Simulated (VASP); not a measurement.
A run of VASP 6.6.1 is set up as follows.

POSCAR

```
PbF2
1.0
    0.0000000000      2.9636600000      2.9636600000
    2.9636600000      0.0000000000      2.9636600000
    2.9636600000      2.9636600000      0.0000000000
Pb F
1 2
Direct
    0.0000000000      0.0000000000      0.0000000000
    0.7500000000      0.7500000000      0.7500000000
    0.2500000000      0.2500000000      0.2500000000
```

The input INCAR.step1:

```
ALGO     = Normal         # electronic algorithm
EDIFF    = 1E-5           # SCF threshold, eV
ENCUT    = 520            # plane-wave cutoff, eV
GGA      = PE             # functional
GGA_COMPAT= False        
ISIF     = 2              # what is computed and relaxed
ISMEAR   = -1             # smearing method
LASPH    = True           # aspherical terms in the spheres
LCHARG   = False          # write CHGCAR
LREAL    = False          # projectors in reciprocal space
LWAVE    = True           # write WAVECAR
NBANDS   = 21             # bands
NELM     = 120            # most SCF steps
PREC     = Accurate       # precision mode
SIGMA    = 0.05           # smearing width, eV
```

The input INCAR.step2:

```
AEXX     = 0.25           # exact-exchange fraction
ALGO     = Normal         # electronic algorithm
EDIFF    = 1E-6           # SCF threshold, eV
ENCUT    = 520            # plane-wave cutoff, eV
GGA      = PE             # functional
GGA_COMPAT= False        
ISIF     = 2              # what is computed and relaxed
ISMEAR   = -1             # smearing method
ISTART   = 1            
LASPH    = True           # aspherical terms in the spheres
LCHARG   = False          # write CHGCAR
LHFCALC  = True           # exact exchange
LREAL    = False          # projectors in reciprocal space
LWAVE    = False          # write WAVECAR
NBANDS   = 21             # bands
NELM     = 120            # most SCF steps
PREC     = Accurate       # precision mode
PRECFOCK = Normal       
SIGMA    = 0.05           # smearing width, eV
```

The input KPOINTS:

```
k-points
0
Gamma
  5 5 5
```

Potentials or basis: VASP PAW PBE potentials, release 64 (Pb_d, F).

Run with:

```bash
$ cat potpaw_PBE.64/Pb_d/POTCAR potpaw_PBE.64/F/POTCAR > POTCAR
$ cp INCAR.step1 INCAR
$ mpirun -np 1 vasp_std > vasp.out
$ cp INCAR.step2 INCAR
$ mpirun -np 1 vasp_std > vasp.out
```

(1) Estimate the band gap on the k mesh.

(2) Estimate the pressure.

Answers

(1) 6.58 eV (least direct gap 6.84 eV).

(2) 0.7 GPa.

Caveat: the PAW data sets were made with another functional, which shifts forces and pressure a little; spin-orbit coupling is left out, which moves the levels of the heavy elements; an odd mesh through Γ misses points on the zone boundary, where band edges can lie.
